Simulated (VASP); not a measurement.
# Nb (P6_3/mmc) in VASP: single point with PBE+U

Aim: the single point of Nb with PBE+U.

All numbers are computed with VASP 6.6.1; they aren't measurements. Logs are shortened: lines on timing, memory, paths and dates and some standing lists are left out, and cuts for length are marked.

**1. The cell of the first run**

Symmetry: P6_3/mmc, No. 194, hexagonal system. Conventional cell: a = 2.973 Å, b = 2.973 Å, c = 4.757 Å, α = 90.00°, β = 90.00°, γ = 120.00°. Nb (site symmetry -6m2) has 12 Nb at 2.93 to 2.97 Å within 3.9 Å.

This isn't the form of Nb at room conditions, which is bcc.

**2. Single point, PBE+U, collinear spin**

Contents of INCAR:

```
ALGO = Normal
EDIFF = 1E-6
ENCUT = 500
GGA = PE
GGA_COMPAT = False
ISIF = 2
ISMEAR = -1
ISPIN = 2
LASPH = True
LCHARG = False
LDAU = True
LDAUJ = 0
LDAUL = 2
LDAUPRINT = 1
LDAUTYPE = 2
LDAUU = 2.5
LMAXMIX = 4
LORBIT = 11
LREAL = False
LWAVE = False
MAGMOM = 0.5 -0.5
NBANDS = 24
NELM = 200
PREC = Accurate
SIGMA = 0.1
```

Contents of KPOINTS:

```
k-points
0
Gamma
  3 3 2
```

Contents of POSCAR:

```
Nb
1.0
    2.9733252539      0.0000000000      0.0000000000
   -1.4866626270      2.5749752036      0.0000000000
    0.0000000000      0.0000000000      4.7573204062
Nb
2
Direct
    0.3333333333      0.6666666667      0.2500000000
    0.6666666667      0.3333333333      0.7500000000
```

Potentials or basis: VASP PAW PBE potentials, release 64 (Nb_sv).

On the command line:

```sh
$ cat potpaw_PBE.64/Nb_sv/POTCAR > POTCAR
$ mpirun -np 1 vasp_std > vasp.out
```

OUTCAR:

```text
EDIFF = 1E-6
   ENCUT = 500
   GGA = PE
   ISIF = 2
   ISMEAR = -1
   ISPIN = 2
   LASPH = True
   LORBIT = 11
   LREAL = False
   NELM = 200
   PREC = Accurate

 ion  position               nearest neighbor table
   1  0.333  0.667  0.250-   2 2.93   2 2.93   2 2.93   2 2.93   2 2.93   2 2.93
   2  0.667  0.333  0.750-   1 2.93   1 2.93   1 2.93   1 2.93   1 2.93   1 2.93

  LATTYP: Found a hexagonal cell.
 ALAT       =     2.9733252539
 C/A-ratio  =     1.6000000000

  Lattice vectors:

 A1 = (   2.9733252539,   0.0000000000,   0.0000000000)
 A2 = (  -1.4866626270,   2.5749752036,   0.0000000000)
 A3 = (   0.0000000000,   0.0000000000,   4.7573204062)

Analysis of symmetry for initial positions (statically):
=====================================================================
 Subroutine PRICEL returns:
 Original cell was already a primitive cell.

 Routine SETGRP: Setting up the symmetry group for a
 hexagonal supercell.

 Subroutine GETGRP returns: Found 24 space group operations
 (whereof 12 operations were pure point group operations)
 out of a pool of 24 trial point group operations.

The static configuration has the point symmetry D_3d.
 The point group associated with its full space group is D_6h.

Analysis of symmetry for dynamics (positions and initial velocities):
=====================================================================
 Subroutine PRICEL returns:
 Original cell was already a primitive cell.

 Routine SETGRP: Setting up the symmetry group for a
 hexagonal supercell.

 Subroutine GETGRP returns: Found 24 space group operations
 (whereof 12 operations were pure point group operations)
 out of a pool of 24 trial point group operations.

The dynamic configuration has the point symmetry D_3d.
 The point group associated with its full space group is D_6h.

Analysis of structural, dynamic, and magnetic symmetry:
=====================================================================
 Subroutine PRICEL returns:
 Original cell was already a primitive cell.

 Routine SETGRP: Setting up the symmetry group for a
 hexagonal supercell.

 Subroutine GETGRP returns: Found 24 space group operations
[... 188 lines left out ...]
  o =  0.2399  v = -0.0958 -0.0000  0.0000 -0.0000 -0.9954  0.0000  0.0000  0.0000  0.0000  0.0000      0.0000  0.0000  0.0000  0.0000  0.0000  0.0000  0.0000  0.0000  0.0000  0.0000
  o =  0.2399  v = -0.9954  0.0000  0.0000  0.0000  0.0958  0.0000  0.0000  0.0000  0.0000  0.0000      0.0000  0.0000  0.0000  0.0000  0.0000  0.0000  0.0000  0.0000  0.0000  0.0000
  o =  0.2399  v =  0.0000  0.0000  0.0000  0.0000  0.0000  0.9974  0.0000 -0.0000 -0.0000  0.0716      0.0000  0.0000  0.0000  0.0000  0.0000  0.0000  0.0000  0.0000  0.0000  0.0000
  o =  0.2399  v =  0.0000  0.0000  0.0000  0.0000  0.0000  0.0716 -0.0000  0.0000  0.0000 -0.9974      0.0000  0.0000  0.0000  0.0000  0.0000  0.0000  0.0000  0.0000  0.0000  0.0000
  o =  0.2592  v = -0.0000 -0.0000 -1.0000  0.0000 -0.0000  0.0000  0.0000  0.0000  0.0000  0.0000      0.0000  0.0000  0.0000  0.0000  0.0000  0.0000  0.0000  0.0000  0.0000  0.0000
  o =  0.2593  v =  0.0000  0.0000  0.0000  0.0000  0.0000 -0.0000  0.0000 -1.0000 -0.0000 -0.0000      0.0000  0.0000  0.0000  0.0000  0.0000  0.0000  0.0000  0.0000  0.0000  0.0000

 number of electron      26.0000001 magnetization      -0.0000000

 Free energy of the ion-electron system (eV)
  ---------------------------------------------------
  ext. energy  EPLUGINS =         0.00000000
  ---------------------------------------------------
  free energy    TOTEN  =       -14.83088434 eV

  energy without entropy =      -14.63844036  energy(sigma->0) =      -14.73466235

 E-fermi :  12.0189     XC(G=0): -12.4555

 val. band max:       12.0132616761   @ k =   0.3333   0.0000   0.0000
 cond. band min:      12.0603521282   @ k =   0.0000   0.0000   0.0000
 fundamental gap:      0.0470904521
 Fermi energy:        12.0188941578

 spin component 1

 k-point     1 :       0.0000    0.0000    0.0000
  band No.  band energies     occupation
      1     -43.4014      1.00000
      2     -43.1659      1.00000
      3     -20.0579      1.00000
      4     -18.9257      1.00000
      5     -18.9257      1.00000
      6     -18.7388      1.00000
[... 151 lines left out ...]
     23      23.2822      0.00000
     24      23.2825      0.00000
 Fermi energy:        12.0188941578

 spin component 2

 k-point     1 :       0.0000    0.0000    0.0000
  band No.  band energies     occupation
      1     -43.4014      1.00000
      2     -43.1659      1.00000
      3     -20.0579      1.00000
      4     -18.9257      1.00000
      5     -18.9257      1.00000
      6     -18.7388      1.00000
[... 151 lines left out ...]
     23      23.2822      0.00000
     24      23.2825      0.00000

------------------------ aborting loop because EDIFF is reached ----------------------------------------

  FORCE on cell =-STRESS in cart. coord.  units (eV):
  Direction    XX          YY          ZZ          XY          YZ          ZX
  --------------------------------------------------------------------------------------
  -------------------------------------------------------------------------------------
  Total        2.5819509      2.5819509      3.1797076     -0.0000000     -0.0000000      0.0000000
  in kB      113.5744612    113.5744612    139.8684931     -0.0000000     -0.0000000      0.0000000
  external PRESSURE =     122.3391385 kB  Pullay stress =       0.0000000 kB

 VOLUME and BASIS-vectors are now :
 -----------------------------------------------------------------------------
  energy-cutoff  :      500.00
  volume of cell :       36.42
      direct lattice vectors                 reciprocal lattice vectors
     2.973325254  0.000000000  0.000000000     0.336323784  0.194176627  0.000000000
    -1.486662627  2.574975204  0.000000000     0.000000000  0.388353254  0.000000000
     0.000000000  0.000000000  4.757320406     0.000000000  0.000000000  0.210202365

 POSITION                                       TOTAL-FORCE (eV/Angst)
 -----------------------------------------------------------------------------------
     -0.00000      1.71665      1.18933        -0.000000     -0.000000      0.000000
      1.48666      0.85833      3.56799         0.000000      0.000000      0.000000
 -----------------------------------------------------------------------------------
    total drift:                               -0.000000      0.000000     -0.000000

  FREE ENERGIE OF THE ION-ELECTRON SYSTEM (eV)
  ---------------------------------------------------
  free  energy   TOTEN  =       -14.8308843445 eV

  energy  without entropy=      -14.6384403642  energy(sigma->0) =      -14.73466235

 total charge

# of ion       s       p       d       tot
------------------------------------------
    1        2.227   6.015   2.313  10.555
    2        2.227   6.015   2.313  10.555
--------------------------------------------------
tot          4.454  12.029   4.626  21.109

 magnetization (x)

# of ion       s       p       d       tot
------------------------------------------
    1        0.000   0.000   0.000   0.000
    2       -0.000  -0.000  -0.000  -0.000
--------------------------------------------------
tot          0.000   0.000   0.000   0.000
```

OSZICAR:

```text
N       E                     dE             d eps       ncg     rms          rms(c)
DAV:   1     0.293779894705E+03    0.29378E+03   -0.14045E+04   576   0.112E+03
DAV:   2     0.610301127470E+01   -0.28768E+03   -0.27847E+03   656   0.450E+02
DAV:   3    -0.150253456426E+02   -0.21128E+02   -0.20664E+02  1104   0.869E+01
DAV:   4    -0.156343441958E+02   -0.60900E+00   -0.60490E+00   768   0.144E+01
DAV:   5    -0.156511347323E+02   -0.16791E-01   -0.16785E-01   880   0.259E+00    0.720E+00
DAV:   6    -0.148951792026E+02    0.75596E+00   -0.11954E+00   824   0.107E+01    0.289E+00
DAV:   7    -0.148055791017E+02    0.89600E-01   -0.46403E-01   936   0.615E+00    0.193E+00
DAV:   8    -0.148193659112E+02   -0.13787E-01   -0.37042E-02   848   0.156E+00    0.121E+00
DAV:   9    -0.148275853740E+02   -0.82195E-02   -0.22156E-02   736   0.104E+00    0.408E-01
DAV:  10    -0.148295670280E+02   -0.19817E-02   -0.63871E-03   960   0.486E-01    0.120E-01
DAV:  11    -0.148300686877E+02   -0.50166E-03   -0.16630E-03   800   0.181E-01    0.732E-02
DAV:  12    -0.148304576425E+02   -0.38895E-03   -0.16351E-03   736   0.131E-01    0.463E-02
DAV:  13    -0.148306497149E+02   -0.19207E-03   -0.75822E-04   744   0.913E-02    0.386E-02
DAV:  14    -0.148308439216E+02   -0.19421E-03   -0.22494E-03   744   0.145E-01    0.163E-02
DAV:  15    -0.148308756496E+02   -0.31728E-04   -0.30097E-04   808   0.615E-02    0.826E-03
DAV:  16    -0.148308829238E+02   -0.72741E-05   -0.72045E-05   776   0.295E-02    0.386E-03
DAV:  17    -0.148308841565E+02   -0.12327E-05   -0.13716E-05   664   0.135E-02    0.205E-03
DAV:  18    -0.148308843445E+02   -0.18802E-06   -0.34290E-06   424   0.806E-03
   1 F= -.14830884E+02 E0= -.14734662E+02  d E =-.192444E+00  mag=    -0.0000
```

Run time: 60 s. Hardware: 1 thread of Intel Xeon 8259CL, shared host; peak memory 0.13 GiB.

Results:

| Quantity | Value |
| --- | --- |
| Free energy | -14.8309 eV |
| Pressure | 12.2 GPa |
| Band gap on the k mesh | zero (filled and empty bands overlap) |
| Net moment | 0.00 μB per cell |
| Valence electrons inside the program's atomic spheres | Nb 10.55 |

Eigenvalues of the final occupation matrices:
| site | spin | trace | eigenvalues |
| --- | --- | --- | --- |
| site 1 d | 1 | 1.17 | 0.22 0.22 0.24 0.24 0.26 |
| site 1 d | 2 | 1.17 | 0.22 0.22 0.24 0.24 0.26 |
| site 2 d | 1 | 1.17 | 0.22 0.22 0.24 0.24 0.26 |
| site 2 d | 2 | 1.17 | 0.22 0.22 0.24 0.24 0.26 |

Caveat: the k points lie up to 0.81 Å⁻¹ apart, too coarse for converged energies and pressures of a metal; the U is typed as a test and isn't derived for this compound.

The gap in the log of VASP goes by the Fermi energy; the results here count the filled bands.